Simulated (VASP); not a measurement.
# Re (Fmmm) in VASP: single point with r2SCAN

Aim: the single point of Re with r2SCAN.

All numbers are computed with VASP 6.6.1; they aren't measurements. Logs are shortened: lines on timing, memory, paths and dates and some standing lists are left out, and cuts for length are marked.

### Step 1. The cell of the first run

Symmetry: Fmmm, No. 69, orthorhombic system. Conventional cell: a = 3.832 Å, b = 3.950 Å, c = 4.069 Å, α = 90.00°, β = 90.00°, γ = 90.00°. Within 3.6 Å of Re (site symmetry mmm) lie 12 Re at 2.75 to 2.84 Å.

### Step 2. Single point, r2SCAN (strain -0.0300 x Voigt [1, -1, 0, 0, 0, 0])

Contents of POSCAR:

```
Re
1.0
    0.0000000000      2.0342500000      1.9750000000
    1.9157500000      0.0000000000      1.9750000000
    1.9157500000      2.0342500000      0.0000000000
Re
1
Direct
    0.0000000000      0.0000000000      0.0000000000
```

Contents of INCAR.step1:

```
  PREC = Accurate
  ENCUT = 520
  ISMEAR = 0
  SIGMA = 0.15
  LREAL = False
  LASPH = True
  NELM = 80
  NBANDS = 10
  GGA = PE
  ALGO = Normal
  EDIFF = 1E-4
  LWAVE = True
  LCHARG = False
```

Contents of INCAR.step2:

```
  PREC = Accurate
  ENCUT = 520
  EDIFF = 1E-7
  ISMEAR = 0
  SIGMA = 0.15
  LREAL = False
  LASPH = True
  NELM = 80
  ALGO = Normal
  ISIF = 2
  LWAVE = False
  LCHARG = True
  METAGGA = R2SCAN
  LMIXTAU = True
  LELF = True
  LVHAR = True
  NBANDS = 10
  ISTART = 1
```

Contents of KPOINTS:

```
Automatic mesh
0
Gamma
  20 20 20
```

Potentials or basis: VASP PAW PBE potentials, release 64 (Re).

Launch:

```console
> cat potpaw_PBE.64/Re/POTCAR > POTCAR
> cp INCAR.step1 INCAR
> mpirun -np 1 vasp_std > vasp.out
> cp INCAR.step2 INCAR
> mpirun -np 1 vasp_std > vasp.out
```

OUTCAR:

```text
PREC = Accurate
   ENCUT = 520
   EDIFF = 1E-7
   ISMEAR = 0
   LREAL = False
   LASPH = True
   NELM = 80
   ISIF = 2
   METAGGA = R2SCAN
   ISTART = 1

 ion  position               nearest neighbor table
   1  0.000  0.000  0.000-

  LATTYP: Found a face centered orthorhombic cell.
 ALAT       =     3.8315000000
 B/A-ratio  =     1.0309278351
 C/A-ratio  =     1.0618556701

  Lattice vectors:

 A1 = (   0.0000000000,   2.0342500000,  -1.9750000000)
 A2 = (   1.9157500000,   2.0342500000,   0.0000000000)
 A3 = (   1.9157500000,   0.0000000000,  -1.9750000000)

Analysis of symmetry for initial positions (statically):
=====================================================================
 Subroutine PRICEL returns:
 Original cell was already a primitive cell.

 Routine SETGRP: Setting up the symmetry group for a
 face centered orthorhombic supercell.

 Subroutine GETGRP returns: Found  8 space group operations
 (whereof  8 operations were pure point group operations)
 out of a pool of  8 trial point group operations.

The static configuration has the point symmetry D_2h.

Analysis of symmetry for dynamics (positions and initial velocities):
=====================================================================
 Subroutine PRICEL returns:
 Original cell was already a primitive cell.

 Routine SETGRP: Setting up the symmetry group for a
 face centered orthorhombic supercell.

 Subroutine GETGRP returns: Found  8 space group operations
 (whereof  8 operations were pure point group operations)
 out of a pool of  8 trial point group operations.

The dynamic configuration has the point symmetry D_2h.

 Subroutine INISYM returns: Found  8 space group operations
 (whereof  8 operations are pure point group operations),
 and found     1 'primitive' translations

----------------------------------------------------------------------------------------

                                     Primitive cell

  volume of cell :      15.3936

  direct lattice vectors                    reciprocal lattice vectors
     0.000000000  2.034250000  1.975000000    -0.260994389  0.245790832  0.253164557
     1.915750000  0.000000000  1.975000000     0.260994389 -0.245790832  0.253164557
     1.915750000  2.034250000  0.000000000     0.260994389  0.245790832 -0.253164557

  length of vectors
     2.835277422  2.751494696  2.794328385     0.438888935  0.438888935  0.438888935

  position of ions in fractional coordinates (direct lattice)
     0.000000000  0.000000000  0.000000000

  ion indices of the primitive-cell ions
   primitive index   ion index
                 1           1

----------------------------------------------------------------------------------------

 KPOINTS: Automatic mesh

Automatic generation of k-mesh.
 Grid dimensions read from file:
 generate k-points for:   20   20   20

 Generating k-lattice:

  Cartesian coordinates                     Fractional coordinates (reciprocal lattice)
    -0.013049719  0.012289542  0.012658228     0.050000000  0.000000000  0.000000000
     0.013049719 -0.012289542  0.012658228     0.000000000  0.050000000 -0.000000000
     0.013049719  0.012289542 -0.012658228     0.000000000 -0.000000000  0.050000000

  Length of vectors
     0.021944447  0.021944447  0.021944447

  Shift w.r.t. Gamma in fractional coordinates (k-lattice)
     0.000000000  0.000000000  0.000000000

 Subroutine IBZKPT returns following result:
 ===========================================

 Found   1166 irreducible k-points:

 Following reciprocal coordinates:
            Coordinates               Weight
  0.000000  0.000000  0.000000      1.000000
  0.050000  0.000000  0.000000      8.000000
  0.100000  0.000000 -0.000000      8.000000
  0.150000  0.000000  0.000000      8.000000
  0.200000  0.000000 -0.000000      8.000000
  0.250000  0.000000  0.000000      8.000000
[... 16 lines left out ...]
 -0.400000  0.050000  0.000000      8.000000
 -0.350000  0.050000  0.000000      8.000000
 [... further k-points ...]
   k-points           NKPTS =   1166   k-points in BZ     NKDIM =   1166   number of bands    NBANDS=     10
   number of dos      NEDOS =    301   number of ions     NIONS =      1
   total plane-waves  NPLWV =  11520
   dimension x,y,z NGX =    24 NGY =   20 NGZ =   24
   dimension x,y,z NGXF=    48 NGYF=   40 NGZF=   48
   ions per type =               1
   NGX,Y,Z   is equivalent  to a cutoff of  14.07, 12.08, 14.28 a.u.
   NGXF,Y,Z  is equivalent  to a cutoff of  28.14, 24.17, 28.56 a.u.
 SYSTEM =  unknown system
   PREC   = accura    normal or accurate (medium, high low for compatibility)
   ISTART =      1    job   : 0-new  1-cont  2-samecut
   ICHARG =      0    charge: 1-file 2-atom 10-const
   ISPIN  =      1    spin polarized calculation?
   LNONCOLLINEAR =      F non collinear calculations
   LSORBIT =      F    spin-orbit coupling
   LASPH  =      T    aspherical Exc in radial PAW
   ENCUT  =  520.0 eV  38.22 Ry    6.18 a.u.   5.27  5.12  5.20*2*pi/ulx,y,z
   NELM   =     80;   NELMIN=  2; NELMDL=  0     # of ELM steps
   EDIFF  = 0.1E-06   stopping-criterion for ELM
   LREAL  =      F    real-space projection
   EDIFFG = 0.1E-05   stopping-criterion for IOM
   NSW    =      0    number of steps for IOM
   IBRION =     -1    ionic relax: 0-MD 1-quasi-New 2-CG
   NFREE  =      0    steps in history (QN), initial steepest desc. (CG)
   ISIF   =      2    stress and relaxation
   ISYM   =      2    0-nonsym 1-usesym 2-fastsym
   POTIM  = 0.5000    time-step for ionic-motion
   TEBEG  =    0.0;   TEEND  =   0.0 temperature during run
   PSTRESS=    0.0 pullay stress
   NELECT =       7.0000    total number of electrons
   NUPDOWN=      -1.0000    fix difference up-down
   EMIN   =  10.00;   EMAX   =-10.00  energy-range for DOS
   EFERMI =   0.00;   METHOD = LEGACY
   ISMEAR =     0;   SIGMA  =   0.15  broadening in eV -4-tet -1-fermi 0-gaus
   EFERMI_NEDOS =   21; number of points for ismear=-14 and -15
   IALGO  =     38    algorithm
   IMIX   =      4    mixing-type and parameters
     AMIX     =   0.40;   BMIX     =  1.00
     AMIX_MAG =   1.60;   BMIX_MAG =  1.00
  volume/ion in A,a.u.               =      15.39       103.88
  Fermi-wavevector in a.u.,A,eV,Ry     =   1.258908  2.378992 21.563194  1.584850
  Thomas-Fermi vector in A             =   2.392494
   LORBIT       =      0    0 simple, 1 ext, 2 COOP (PROOUT), +10 PAW based schemes
   METAGGA = R2SCAN    functional components
   LHFCALC =     F    Hartree Fock is set to
   AEXX    =    0.0000 exact exchange contribution
   IVDW    =     0    specifies the selected vdW correction
   LEPSILON=     F    determine dielectric tensor
   LRPA    =     F    only Hartree local field effects (RPA)
 non-spin polarized calculation
 Gauss-broadening in eV      SIGMA  =   0.15
  energy-cutoff  :      520.00
  volume of cell :       15.39
 maximum number of plane-waves:       431
 NGX is ok and might be reduce to    24
   NGX = 11   NGY = 11   NGZ = 11

 number of electron       7.0000000 magnetization

 Free energy of the ion-electron system (eV)
  ---------------------------------------------------
  ext. energy  EPLUGINS =         0.00000000
  ---------------------------------------------------
  free energy    TOTEN  =       -52.34242887 eV

  energy without entropy =      -52.33329506  energy(sigma->0) =      -52.33786196

 E-fermi :   7.4659     XC(G=0): -14.7137

 val. band max:        7.4658285876   @ k =   0.2500   0.0500   0.1500
 cond. band min:       7.4660297866   @ k =   0.5000   0.0000   0.0000
 fundamental gap:      0.0002011989
 Fermi energy:         7.4658548166

 k-point     1 :       0.0000    0.0000    0.0000
  band No.  band energies     occupation
      1      -2.8937      2.00000
      2       5.0966      2.00000
      3       5.5571      2.00000
      4       5.9888      2.00000
      5       8.1785      0.00000
      6       9.1956      0.00000
      7      21.9451      0.00000
      8      26.7202      0.00000
      9      27.7097      0.00000
     10      28.8599      0.00000

 k-point     2 :       0.0500    0.0000    0.0000
  band No.  band energies     occupation
      1      -2.7774      2.00000
      2       5.1105      2.00000
      3       5.5637      2.00000
      4       5.9944      2.00000
      5       8.1479      0.00000
      6       9.1415      0.00000
      7      22.1697      0.00000
      8      26.6174      0.00000
      9      27.6234      0.00000
     10      28.7577      0.00000

 k-point     3 :       0.1000    0.0000   -0.0000
  band No.  band energies     occupation
      1      -2.4378      2.00000
      2       5.0779      2.00000
      3       5.5923      2.00000
      4       6.0700      2.00000
      5       8.0857      0.00000
      6       9.0039      0.00000
      7      22.7936      0.00000
      8      25.7461      0.00000
      9      27.9551      0.00000
     10      29.1983      0.00000

 k-point     4 :       0.1500    0.0000    0.0000
  band No.  band energies     occupation
      1      -1.9060      2.00000
      2       4.9083      2.00000
      3       5.6772      2.00000
      4       6.2314      2.00000
      5       8.0807      0.00000
      6       8.8552      0.00000
      7      23.5516      0.00000
      8      24.6545      0.00000
      9      28.8419      0.00000
     10      30.1337      0.00000

 k-point     5 :       0.2000    0.0000   -0.0000
  band No.  band energies     occupation
      1      -1.2430      2.00000
      2       4.7125      2.00000
      3       5.7222      2.00000
      4       6.3783      2.00000
      5       8.2573      0.00000
      6       8.8121      0.00000
      7      22.9931      0.00000
      8      24.9306      0.00000
      9      30.0586      0.00000
     10      31.3748      0.00000

 k-point     6 :       0.2500    0.0000    0.0000
  band No.  band energies     occupation
      1      -0.5541      2.00000
      2       4.6581      2.00000
      3       5.6462      2.00000
      4       6.4023      2.00000
      5       8.6817      0.00000
      6       8.9880      0.00000
      7      21.8773      0.00000
      8      25.3036      0.00000
      9      31.4519      0.00000
     10      32.2842      0.00000
[... 183 lines left out ...]
 k-point    21 :       0.5000    0.0500   -0.0000
  band No.  band energies     occupation
      1       0.6405      2.00000
      2       4.9777      2.00000
      3       5.7695      2.00000
      4       7.2150      1.98197
      5      10.9876      0.00000
      6      11.4754      0.00000
      7      17.2346      0.00000
      8      21.5973      0.00000
      9      27.5965      0.00000
     10      28.4076      0.00000

 k-point    22 :      -0.4500    0.0500    0.0000
  band No.  band energies     occupation
      1       0.6399      2.00000
      2       4.9829      2.00000
      3       5.8000      2.00000
      4       7.1119      1.99915
      5      10.8361      0.00000
      6      11.4998      0.00000
      7      17.3770      0.00000
      8      21.6615      0.00000
      9      27.6222      0.00000
     10      28.5974      0.00000

 k-point    23 :      -0.4000    0.0500    0.0000
  band No.  band energies     occupation
      1       0.6209      2.00000
      2       5.0637      2.00000
      3       5.9039      2.00000
      4       6.4780      2.00000
      5      10.3979      0.00000
      6      11.2025      0.00000
      7      18.2305      0.00000
      8      22.1228      0.00000
      9      28.1525      0.00000
     10      29.4880      0.00000

 k-point    24 :      -0.3500    0.0500    0.0000
  band No.  band energies     occupation
      1       0.5269      2.00000
      2       5.2109      2.00000
      3       5.6438      2.00000
      4       6.0687      2.00000
      5       9.7872      0.00000
      6      10.6836      0.00000
      7      19.3892      0.00000
      8      23.0263      0.00000
      9      29.1119      0.00000
     10      30.9302      0.00000

 [... further k-points ...]

------------------------ aborting loop because EDIFF is reached ----------------------------------------

  FORCE on cell =-STRESS in cart. coord.  units (eV):
  Direction    XX          YY          ZZ          XY          YZ          ZX
  --------------------------------------------------------------------------------------
  -------------------------------------------------------------------------------------
  Total       -0.7307800     -2.2222011     -1.3746076      0.0000000      0.0000000     -0.0000000
  in kB      -76.0601148   -231.2883130   -143.0701575      0.0000000      0.0000000     -0.0000000
  external PRESSURE =    -150.1395284 kB  Pullay stress =       0.0000000 kB

 VOLUME and BASIS-vectors are now :
 -----------------------------------------------------------------------------
  energy-cutoff  :      520.00
  volume of cell :       15.39
      direct lattice vectors                 reciprocal lattice vectors
     0.000000000  2.034250000  1.975000000    -0.260994389  0.245790832  0.253164557
     1.915750000  0.000000000  1.975000000     0.260994389 -0.245790832  0.253164557
     1.915750000  2.034250000  0.000000000     0.260994389  0.245790832 -0.253164557

 POSITION                                       TOTAL-FORCE (eV/Angst)
 -----------------------------------------------------------------------------------
      0.00000      0.00000      0.00000         0.000000      0.000000     -0.000000
 -----------------------------------------------------------------------------------
    total drift:                                0.000000     -0.000000     -0.000000

  FREE ENERGIE OF THE ION-ELECTRON SYSTEM (eV)
  ---------------------------------------------------
  free  energy   TOTEN  =       -52.3424288692 eV

  energy  without entropy=      -52.3332950588  energy(sigma->0) =      -52.33786196
```

It took 3.8 min on 1 thread of Intel Xeon 6975P-C (Granite Rapids), shared host; peak memory 0.32 GiB.

What came out:

```yaml
Free_energy: -52.3424 eV
Pressure: -15.0 GPa
Band_gap_on_the_k_mesh: zero (an odd number of electrons rules out a gap without spin polarisation)
```

Caveat: the cell differs from its parent crystal (strain -0.0300 x Voigt [1, -1, 0, 0, 0, 0]); the stress differs along the axes, from -23 to -8 GPa; the PAW data sets were made with another functional, which shifts forces and pressure a little; spin-orbit coupling is left out, which moves the levels of the heavy elements.
